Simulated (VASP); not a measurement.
Wanted: the native input for a VASP 6.6.1 run.

* Task: single point
* Functional: PBE
* Potentials or basis: VASP PAW PBE potentials, release 64 (Ge_d)
* Cutoff: 520 eV
* k mesh: 2 × 2 × 2, shifted
* Occupations: gaussian, width 0.1 eV
* Spin: no spin polarisation
* Dipole correction: no
* Further INCAR settings: ALGO = Normal; EDIFF = 1e-07; NBANDS = 111; ISYM = 0

The structure of Ge lies in POSCAR:

```
Ge
1.0
    5.5914547087      0.1068525801     -0.7690415913
    0.1263439880      7.4120036455      0.0107172591
   -0.7612071739      0.0018258431      7.0672595257
Ge
14
Direct
    0.1381829559      0.7167013993      0.8851991003
    0.4079587990      0.1749246729      0.8933235054
    0.8161008766      0.9479004486      0.5700422338
    1.0898947670      0.1663248961      0.3848441753
    0.5222274186      0.1397565415      0.2793580918
    0.9238618207      0.1598327644      0.8927284508
    0.0821566449      0.4126663019      0.6607536011
    0.8769115626      0.6662602660      0.3402710662
    0.6207471321      0.4454374423      0.7688418062
    0.0817949733      0.4411101131      0.1332462840
    0.3589855669      0.9085225141      0.6490560722
    0.3625387730      0.7913907174      0.2649498265
    0.5164379013      0.4657190699      0.3968094546
    0.6858340543      0.7468631652     -0.0519093794
```

One way to write it, as run:

INCAR

```
SYSTEM = Ge
ALGO = Normal
EDIFF = 1E-7
ENCUT = 520
GGA = PE
ISIF = 2
ISMEAR = 0
ISYM = 0
LASPH = .TRUE.
LCHARG = .FALSE.
LREAL = .FALSE.
LWAVE = .FALSE.
NBANDS = 111
NELM = 80
PREC = Accurate
SIGMA = 0.1
```

KPOINTS

```
Automatic mesh
0
Gamma
  2 2 2
  0.5 0.5 0.5
```

Potentials or basis: VASP PAW PBE potentials, release 64 (Ge_d).

Run with:

```bash
$ cat potpaw_PBE.64/Ge_d/POTCAR > POTCAR
$ mpirun -np 1 vasp_std > vasp.out
```

Results of the run:

The pressure is 0.0 GPa. The largest force is 0.044 eV/Å and the band gap on the k mesh is zero (band 98 reaches 5.88 eV, above the bottom of band 99 at 5.57 eV).

Caveat: the k points lie up to 0.57 Å⁻¹ apart.

Wall time 3.2 min on 1 thread of Intel Xeon 6975P-C, on a shared host, peak memory 0.37 GiB.
